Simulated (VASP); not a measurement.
Write the native input for VASP 6.6.1 that does the following.

```yaml
Task: relaxation of cell and atoms
Functional: PBE
Potentials_or_basis: VASP PAW PBE potentials, release 64 (Li_sv, F)
Cutoff: 600 eV
k_mesh: 6 × 6 × 6
Occupations: gaussian, width 0.1 eV
Spin: collinear spin, ferromagnetic start
Starting_moments: "[0.0, 1.0, 1.0, 1.0] μB"
Dipole_correction: no
Further_INCAR_settings: ALGO = Normal; EDIFF = 1e-07; IBRION = 2; EDIFFG = -0.04; NSW = 90; ISIF = 3
```

The structure of LiF3 lies in POSCAR:

```
LiF3
1.0
   -2.2485383500      2.2485383500      2.2485383500
    2.2485383500     -2.2485383500      2.2485383500
    2.2485383500      2.2485383500     -2.2485383500
Li F
1 3
Direct
    0.0000000000      0.0000000000      0.0000000000
    0.0000000000      0.5000000000      0.5000000000
    0.5000000000      0.0000000000      0.5000000000
    0.5000000000      0.5000000000      0.0000000000
```

The input as run:

INCAR

```
  ALGO = Normal
  EDIFF = 1E-7
  EDIFFG = -0.04
  ENCUT = 600
  GGA = PE
  IBRION = 2
  ISIF = 3
  ISMEAR = 0
  ISPIN = 2
  LASPH = True
  LCHARG = False
  LORBIT = 11
  LREAL = False
  LWAVE = False
  MAGMOM = 0 1 1 1
  NELM = 150
  NSW = 90
  PREC = Accurate
  SIGMA = 0.1
```

KPOINTS

```
k-points
0
Gamma
  6 6 6
```

Potentials or basis: VASP PAW PBE potentials, release 64 (Li_sv, F).

Launch:

```bash
$ cat potpaw_PBE.64/Li_sv/POTCAR potpaw_PBE.64/F/POTCAR > POTCAR
$ mpirun -np 1 vasp_std > vasp.out
```

It gave:

```
Relaxed volume                                        : 10.67 Å³/atom
Relaxed cell                                          : a = 3.814 Å, b = 3.814 Å, c = 3.814 Å, α = 109.47°, β = 109.47°, γ = 109.47°
Space group after relaxing (to 0.05 Å)                : Im-3m (No. 229)
Energy gained by relaxing                             : 6.6 meV/atom
Ionic steps                                           : 3
Pressure after relaxing                               : -0.1 GPa
Band gap on the k mesh                                : zero (filled and empty bands overlap)
Net moment                                            : 2.00 μB per cell
Site moments                                          : Li -0.00; F +0.63 μB
Valence electrons inside the program's atomic spheres : Li 2.02; F 5.89
```

Caveat: the cutoff is under 1.25 times the usual one of these potentials, so pressure, stress and relaxed cells hold a basis-set (Pulay) error.

Run time: 64 s on 1 thread of Intel(R) Xeon(R) Platinum 8488C (Sapphire Rapids), on a shared host, peak memory 0.2 GiB.
